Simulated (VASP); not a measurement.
# CdTe (so) (F-43m) in VASP: a series of runs

Runs on CdTe (so). Level: PBEsol. Tasks: relaxation of cell and atoms.

Program: VASP 6.6.1. These are calculated values, not measurements. Logs are shortened: lines on timing, memory, paths and dates and some standing lists are left out, and cuts for length are marked.

**1. The cell of the first run**

The structure is cubic, space group F-43m (No. 216). Conventional cell: a = 6.357 Å, b = 6.357 Å, c = 6.357 Å, α = 90.00°, β = 90.00°, γ = 90.00°. Within 3.6 Å of Cd (site symmetry -43m) lie 4 Te at 2.75 Å. Within 3.6 Å of Te (site symmetry -43m) lie 4 Cd at 2.75 Å.

**2. Relaxation of cell and atoms, PBEsol, non-collinear spin, zero start, spin-orbit coupling, target pressure 4 GPa, at which the enthalpy is minimised**

The input, INCAR:

```
  ALGO = Normal
  EDIFF = 1E-6
  EDIFFG = -0.004
  ENCUT = 600
  GGA = PS
  GGA_COMPAT = F
  IBRION = 2
  ISIF = 3
  ISMEAR = 0
  LASPH = T
  LCHARG = F
  LORBIT = 11
  LORBMOM = T
  LREAL = F
  LSORBIT = T
  LWAVE = F
  MAGMOM = 0 0 0 0 0 0
  NELM = 150
  NSW = 70
  PREC = Accurate
  PSTRESS = 40.0
  SIGMA = 0.02
```

The input, KPOINTS:

```
k-points
0
Gamma
  10 10 10
```

The input, POSCAR:

```
CdTe
1.0
    0.0000000000      3.1782998892      3.1782998892
    3.1782998892      0.0000000000      3.1782998892
    3.1782998892      3.1782998892      0.0000000000
Cd Te
1 1
Direct
    0.0000000000      0.0000000000      0.0000000000
    0.2500000000      0.2500000000      0.2500000000
```

Potentials or basis: VASP PAW PBE potentials, release 64 (Cd, Te).

Started as:

```bash
$ cat potpaw_PBE.64/Cd/POTCAR potpaw_PBE.64/Te/POTCAR > POTCAR
$ mpirun -np 1 vasp_ncl > vasp.out
```

OUTCAR:

```text
EDIFF = 1E-6
   EDIFFG = -0.004
   ENCUT = 600
   GGA = PS
   IBRION = 2
   ISIF = 3
   ISMEAR = 0
   LASPH = T
   LORBIT = 11
   LREAL = F
   LSORBIT = T
   NELM = 150
   NSW = 70
   PREC = Accurate
   PSTRESS = 40.0

 ion  position               nearest neighbor table
   1  0.000  0.000  0.000-   2 2.75   2 2.75   2 2.75   2 2.75
   2  0.250  0.250  0.250-   1 2.75   1 2.75   1 2.75   1 2.75

  LATTYP: Found a face centered cubic cell.
 ALAT       =     6.3565997784

  Lattice vectors:

 A1 = (   0.0000000000,   3.1782998892,   3.1782998892)
 A2 = (   3.1782998892,   0.0000000000,   3.1782998892)
 A3 = (   3.1782998892,   3.1782998892,   0.0000000000)

Analysis of symmetry for initial positions (statically):
=====================================================================
 Subroutine PRICEL returns:
 Original cell was already a primitive cell.

 Routine SETGRP: Setting up the symmetry group for a
 face centered cubic supercell.

 Subroutine GETGRP returns: Found 24 space group operations
 (whereof 24 operations were pure point group operations)
 out of a pool of 48 trial point group operations.

The static configuration has the point symmetry T_d .

Analysis of symmetry for dynamics (positions and initial velocities):
=====================================================================
 Subroutine PRICEL returns:
 Original cell was already a primitive cell.

 Routine SETGRP: Setting up the symmetry group for a
 face centered cubic supercell.

 Subroutine GETGRP returns: Found 24 space group operations
 (whereof 24 operations were pure point group operations)
 out of a pool of 48 trial point group operations.

The dynamic configuration has the point symmetry T_d .

Analysis of structural, dynamic, and magnetic symmetry:
=====================================================================
 Subroutine PRICEL returns:
 Original cell was already a primitive cell.

 Routine SETGRP: Setting up the symmetry group for a
 face centered cubic supercell.

 Subroutine GETGRP returns: Found 24 space group operations
 (whereof 24 operations were pure point group operations)
 out of a pool of 48 trial point group operations.

The overall configuration has the point symmetry T_d .

 Subroutine INISYM returns: Found 24 space group operations
 (whereof 24 operations are pure point group operations),
 and found     1 'primitive' translations

----------------------------------------------------------------------------------------

                                     Primitive cell

  volume of cell :      64.2118

  direct lattice vectors                    reciprocal lattice vectors
     0.000000000  3.178299889  3.178299889    -0.157316810  0.157316810  0.157316810
     3.178299889  0.000000000  3.178299889     0.157316810 -0.157316810  0.157316810
     3.178299889  3.178299889  0.000000000     0.157316810  0.157316810 -0.157316810

  length of vectors
     4.494794809  4.494794809  4.494794809     0.272480708  0.272480708  0.272480708

  position of ions in fractional coordinates (direct lattice)
     0.000000000  0.000000000  0.000000000
     0.250000000  0.250000000  0.250000000

  ion indices of the primitive-cell ions
   primitive index   ion index
                 1           1
                 2           2

----------------------------------------------------------------------------------------

 KPOINTS: k-points

Automatic generation of k-mesh.
 Grid dimensions read from file:
 generate k-points for:   10   10   10

 Generating k-lattice:

  Cartesian coordinates                     Fractional coordinates (reciprocal lattice)
    -0.015731681  0.015731681  0.015731681     0.100000000  0.000000000  0.000000000
     0.015731681 -0.015731681  0.015731681     0.000000000  0.100000000  0.000000000
     0.015731681  0.015731681 -0.015731681     0.000000000  0.000000000  0.100000000

  Length of vectors
     0.027248071  0.027248071  0.027248071

  Shift w.r.t. Gamma in fractional coordinates (k-lattice)
     0.000000000  0.000000000  0.000000000

 Subroutine IBZKPT returns following result:
 ===========================================

 Found     73 irreducible k-points:

 Following reciprocal coordinates:
            Coordinates               Weight
  0.000000  0.000000  0.000000      1.000000
  0.100000  0.000000  0.000000      4.000000
 -0.100000  0.000000  0.000000      4.000000
  0.200000  0.000000  0.000000      4.000000
 -0.200000  0.000000  0.000000      4.000000
[... 53 lines left out ...]
   ISMEAR =     0;   SIGMA  =   0.02  broadening in eV -4-tet -1-fermi 0-gaus
   EFERMI_NEDOS =   21; number of points for ismear=-14 and -15
   IALGO  =     38    algorithm
   IMIX   =      4    mixing-type and parameters
     AMIX     =   0.40;   BMIX     =  1.00
     AMIX_MAG =   1.60;   BMIX_MAG =  1.00
  volume/ion in A,a.u.               =      32.11       216.66
  Fermi-wavevector in a.u.,A,eV,Ry     =   1.071423  2.024695 15.618758  1.147946
  Thomas-Fermi vector in A             =   2.207162
   LORBIT       =     11    0 simple, 1 ext, 2 COOP (PROOUT), +10 PAW based schemes
   GGA     = PS    functional components
   LHFCALC =     F    Hartree Fock is set to
   AEXX    =    0.0000 exact exchange contribution
   IVDW    =     0    specifies the selected vdW correction
   LEPSILON=     F    determine dielectric tensor
   LRPA    =     F    only Hartree local field effects (RPA)
 conjugate gradient relaxation of ions
 Gauss-broadening in eV      SIGMA  =   0.02
  energy-cutoff  :      600.00
  volume of cell :       64.21
 maximum number of plane-waves:      4332
   NGX = 17   NGY = 17   NGZ = 17

--------------------------------------- Ionic step        1  -------------------------------------------

 number of electron      18.0000002 magnetization       0.0000000      0.0000000      0.0000000

 number of electron      18.0000002 magnetization      -0.0000000     -0.0000000     -0.0000000

 number of electron      18.0000002 magnetization      -0.0000000     -0.0000000      0.0000000

 number of electron      18.0000002 magnetization       0.0000000     -0.0000000      0.0000000

 Free energy of the ion-electron system (eV)
  ---------------------------------------------------
  ext. energy  EPLUGINS =         0.00000000
  ---------------------------------------------------
  free energy    TOTEN  =        -5.57622377 eV

  energy without entropy =       -5.57622377  energy(sigma->0) =       -5.57622377

------------------------ aborting loop because EDIFF is reached ----------------------------------------

  FORCE on cell =-STRESS in cart. coord.  units (eV):
  Direction    XX          YY          ZZ          XY          YZ          ZX
  --------------------------------------------------------------------------------------
  -------------------------------------------------------------------------------------
  Total        1.2656070      1.2656070      1.2656070      0.0000000     -0.0000000      0.0000000
  in kB       31.5787426     31.5787426     31.5787426      0.0000000     -0.0000000      0.0000000
  external PRESSURE =      -8.4212574 kB  Pullay stress =      40.0000000 kB
[... 231 lines left out ...]
 number of electron      18.0000004 magnetization       0.0000000     -0.0000000     -0.0000000

 number of electron      18.0000004 magnetization       0.0000000      0.0000000     -0.0000000

 Free energy of the ion-electron system (eV)
  ---------------------------------------------------
  ext. energy  EPLUGINS =         0.00000000
  ---------------------------------------------------
  free energy    TOTEN  =        -5.55606013 eV

  energy without entropy =       -5.55606013  energy(sigma->0) =       -5.55606013

 E-fermi :   3.2811     XC(G=0):  -9.1064

 val. band max:        3.1769059218   @ k =   0.0000   0.0000   0.0000
 cond. band min:       3.7834549970   @ k =   0.0000   0.0000   0.0000
 fundamental gap:      0.6065490752
 Fermi energy:         3.2810857630

 k-point     1 :       0.0000    0.0000    0.0000
  band No.  band energies     occupation
      1      -8.7516      1.00000
      2      -8.7516      1.00000
      3      -5.9311      1.00000
      4      -5.9311      1.00000
      5      -5.9311      1.00000
      6      -5.9311      1.00000
[... 685 lines left out ...]
     25       8.3593      0.00000
     26       8.4238      0.00000

 [... further k-points ...]

------------------------ aborting loop because EDIFF is reached ----------------------------------------

  FORCE on cell =-STRESS in cart. coord.  units (eV):
  Direction    XX          YY          ZZ          XY          YZ          ZX
  --------------------------------------------------------------------------------------
  -------------------------------------------------------------------------------------
  Total        1.5744416      1.5744416      1.5744416      0.0000000     -0.0000000     -0.0000000
  in kB       39.8463066     39.8463066     39.8463066      0.0000000     -0.0000000     -0.0000000
  external PRESSURE =      -0.1536934 kB  Pullay stress =      40.0000000 kB
[... 21 lines left out ...]
  energy  without entropy=       -5.5560601339  energy(sigma->0) =       -5.55606013

  enthalpy is  TOTEN    =        -3.9755457166 eV   P V=        1.5805144173

 reached required accuracy - stopping structural energy minimisation

 orbital moment (x)

 # of ion     p       d       tot
 ----------------------------------------
  1         0.000  -0.000  -0.000
  2         0.000  -0.000   0.000
 ----------------------------------------
            0.000  -0.000  -0.000

 orbital moment (y)

 # of ion     p       d       tot
 ----------------------------------------
  1        -0.000   0.000   0.000
  2         0.000  -0.000   0.000
 ----------------------------------------
            0.000   0.000   0.000

 orbital moment (z)

 # of ion     p       d       tot
 ----------------------------------------
  1         0.000  -0.000  -0.000
  2         0.000  -0.000  -0.000
 ----------------------------------------
            0.000  -0.000  -0.000

 Spin-Orbit-Coupling matrix elements

 Ion:    1  E_soc:     -0.0636528
 l=   1
     0.0000000    -0.0035492    -0.0035492
    -0.0035492     0.0000000    -0.0035492
    -0.0035492    -0.0035492     0.0000000
 l=   2
     0.0000000    -0.0014208     0.0000000    -0.0014208    -0.0056387
    -0.0014208     0.0000000    -0.0042290    -0.0014208    -0.0014097
     0.0000000    -0.0042290     0.0000000    -0.0042290     0.0000000
    -0.0014208    -0.0014208    -0.0042290     0.0000000    -0.0014097
    -0.0056387    -0.0014097     0.0000000    -0.0014097     0.0000000
 l=   3
     0.0000000     0.0000000     0.0000000     0.0000000     0.0000000     0.0000000     0.0000000
     0.0000000     0.0000000     0.0000000     0.0000000     0.0000000     0.0000000     0.0000000
     0.0000000     0.0000000     0.0000000     0.0000000     0.0000000     0.0000000     0.0000000
     0.0000000     0.0000000     0.0000000     0.0000000     0.0000000     0.0000000     0.0000000
     0.0000000     0.0000000     0.0000000     0.0000000     0.0000000     0.0000000     0.0000000
     0.0000000     0.0000000     0.0000000     0.0000000     0.0000000     0.0000000     0.0000000
     0.0000000     0.0000000     0.0000000     0.0000000     0.0000000     0.0000000     0.0000000

 Ion:    2  E_soc:     -0.1917715
 l=   1
     0.0000000    -0.0318718    -0.0318718
    -0.0318718     0.0000000    -0.0318718
    -0.0318718    -0.0318718     0.0000000
 l=   2
     0.0000000    -0.0000341     0.0000000    -0.0000341    -0.0000561
    -0.0000341     0.0000000    -0.0000421    -0.0000341    -0.0000140
     0.0000000    -0.0000421     0.0000000    -0.0000421     0.0000000
    -0.0000341    -0.0000341    -0.0000421     0.0000000    -0.0000140
    -0.0000561    -0.0000140     0.0000000    -0.0000140     0.0000000
 l=   3
     0.0000000     0.0000000     0.0000000     0.0000000     0.0000000     0.0000000     0.0000000
     0.0000000     0.0000000     0.0000000     0.0000000     0.0000000     0.0000000     0.0000000
     0.0000000     0.0000000     0.0000000     0.0000000     0.0000000     0.0000000     0.0000000
     0.0000000     0.0000000     0.0000000     0.0000000     0.0000000     0.0000000     0.0000000
     0.0000000     0.0000000     0.0000000     0.0000000     0.0000000     0.0000000     0.0000000
     0.0000000     0.0000000     0.0000000     0.0000000     0.0000000     0.0000000     0.0000000
     0.0000000     0.0000000     0.0000000     0.0000000     0.0000000     0.0000000     0.0000000

 total charge

# of ion       s       p       d       tot
------------------------------------------
    1        0.488   0.365   9.527  10.380
    2        1.350   2.082   0.027   3.459
--------------------------------------------------
tot          1.838   2.447   9.554  13.838

 magnetization (x)

# of ion       s       p       d       tot
------------------------------------------
    1        0.000   0.000  -0.000  -0.000
    2        0.000  -0.000   0.000   0.000
--------------------------------------------------
tot          0.000  -0.000  -0.000   0.000

 magnetization (y)

# of ion       s       p       d       tot
------------------------------------------
    1        0.000   0.000   0.000   0.000
    2        0.000   0.000   0.000   0.000
--------------------------------------------------
tot          0.000   0.000   0.000   0.000

 magnetization (z)

# of ion       s       p       d       tot
------------------------------------------
    1        0.000   0.000  -0.000   0.000
    2        0.000  -0.000   0.000  -0.000
--------------------------------------------------
tot          0.000   0.000  -0.000   0.000
```

Run time: 17 min. Hardware: 1 thread of Intel Xeon Platinum 8259CL at 2.50GHz (Skylake/Cascade Lake), shared host; peak memory 0.53 GiB.

What came out:

```
Free energy                                            : -5.5561 eV
Relaxed volume                                         : 31.65 Å³/atom
Relaxed cell                                           : a = 4.474 Å, b = 4.474 Å, c = 4.474 Å, α = 60.00°, β = 60.00°, γ = 60.00°
Space group after relaxing (to 0.05 Å)                 : F-43m (No. 216)
Energy change on relaxing (the enthalpy is what falls) : +10.1 meV/atom
Ionic steps                                            : 7
Pressure after relaxing                                : 4.0 GPa
Net moment                                             : 0.00 μB per cell
Valence electrons inside the program's atomic spheres  : Cd 10.38; Te 3.46
```

The path:
```csv
step,energy change (eV),largest force (eV/Å),pressure (GPa),volume (Å³)
1,0.0000,0.0000,3.16,64.21
2,0.0376,0.0000,4.60,62.66
3,0.0205,0.0000,4.04,63.29
4,0.0195,0.0000,3.97,63.33
5,0.0200,0.0000,3.97,63.31
6,0.0200,0.0000,3.97,63.31
7,0.0202,0.0000,3.98,63.31
```

Final structure:
```yaml
crystal:
  lattice:
    - [0.00000, 3.16329, 3.16329]
    - [3.16329, 0.00000, 3.16329]
    - [3.16329, 3.16329, 0.00000]
  atoms:
    - { symbol: Cd, position: [0.00000, 0.00000, 0.00000] }
    - { symbol: Te, position: [0.25000, 0.25000, 0.25000] }
```

Moments on the atoms (μB; x, y, z):
```
Cd  0.00 0.00 0.00
Te  0.00 0.00 0.00
```

Caveat: the cell is relaxed towards a set pressure, so the enthalpy falls and the energy may rise; the PAW data sets were made with another functional, which shifts forces and pressure a little.

**3. Relaxation of cell and atoms, PBEsol, non-collinear spin, zero start, spin-orbit coupling, target pressure 2 GPa, at which the enthalpy is minimised**

This run uses another cell than the first one, of 33.10 Å³/atom, 1.031 times its volume.

The input, INCAR:

```
PREC     = Accurate       # precision mode
ENCUT    = 600            # plane-wave cutoff, eV
EDIFF    = 1E-6           # SCF threshold, eV
ISMEAR   = 0              # smearing method
SIGMA    = 0.01           # smearing width, eV
LREAL    = F              # projectors in reciprocal space
LASPH    = T              # aspherical terms in the spheres
NELM     = 150            # most SCF steps
ALGO     = Normal         # electronic algorithm
ISIF     = 3              # what is computed and relaxed
LWAVE    = F              # write WAVECAR
LCHARG   = F              # write CHGCAR
MAGMOM   = 0 0 0 0 0 0    # initial moments
LORBIT   = 11             # projections on sites
LSORBIT  = T              # spin-orbit coupling
GGA_COMPAT= F            
LORBMOM  = T            
GGA      = PS             # functional
IBRION   = 2              # ionic algorithm
NSW      = 50             # ionic steps
EDIFFG   = -0.003         # ionic threshold
PSTRESS  = 20.0
```

The input, KPOINTS:

```
regular mesh
0
Gamma
  10 10 10
```

The input, POSCAR:

```
CdTe
1.0
    0.0000000000      3.2107051761      3.2107051761
    3.2107051761      0.0000000000      3.2107051761
    3.2107051761      3.2107051761      0.0000000000
Cd Te
1 1
Direct
    0.0000000000      0.0000000000      0.0000000000
    0.2500000000      0.2500000000      0.2500000000
```

Potentials or basis: VASP PAW PBE potentials, release 64 (Cd, Te).

Started as:

```bash
$ cat potpaw_PBE.64/Cd/POTCAR potpaw_PBE.64/Te/POTCAR > POTCAR
$ mpirun -np 1 vasp_ncl > vasp.out
```

Run time: 8.3 min. Hardware: 1 thread of Intel Xeon Platinum 8488C (Sapphire Rapids), shared host; peak memory 0.54 GiB.

Results (log left out):

| Quantity | Value |
| --- | --- |
| Free energy | -5.5997 eV |
| Relaxed volume | 32.82 Å³/atom |
| Relaxed cell | a = 4.528 Å, b = 4.528 Å, c = 4.528 Å, α = 60.00°, β = 60.00°, γ = 60.00° |
| Space group after relaxing (to 0.05 Å) | F-43m (No. 216) |
| Energy change on relaxing (the enthalpy is what falls) | +3.1 meV/atom |
| Ionic steps | 3 |
| Pressure after relaxing | 2.0 GPa |
| Net moment | 0.00 μB per cell |
| Valence electrons inside the program's atomic spheres | Cd 10.35; Te 3.44 |

Step by step:
```
step  energy change (eV)  largest force (eV/Å)  pressure (GPa)  volume (Å³)
   1              0.0000                0.0000            1.58        66.20
   2              0.0099                0.0000            2.21        65.36
   3              0.0062                0.0000            2.00        65.64
```

Final structure:
```cif
data_structure
_symmetry_space_group_name_H-M 'P 1'
_symmetry_Int_Tables_number 1
_cell_length_a 4.5279
_cell_length_b 4.5279
_cell_length_c 4.5279
_cell_angle_alpha 60.000
_cell_angle_beta 60.000
_cell_angle_gamma 60.000
_cell_volume 65.64
loop_
_atom_site_label
_atom_site_type_symbol
_atom_site_fract_x
_atom_site_fract_y
_atom_site_fract_z
_atom_site_occupancy
Cd1 Cd 0.00000 0.00000 0.00000 1
Te1 Te 0.25000 0.25000 0.25000 1
```

Moments on the atoms (μB; x, y, z):
```
Cd  0.00 0.00 0.00
Te  0.00 0.00 0.00
```

Caveat: the cell is relaxed towards a set pressure, so the enthalpy falls and the energy may rise; the PAW data sets were made with another functional, which shifts forces and pressure a little.
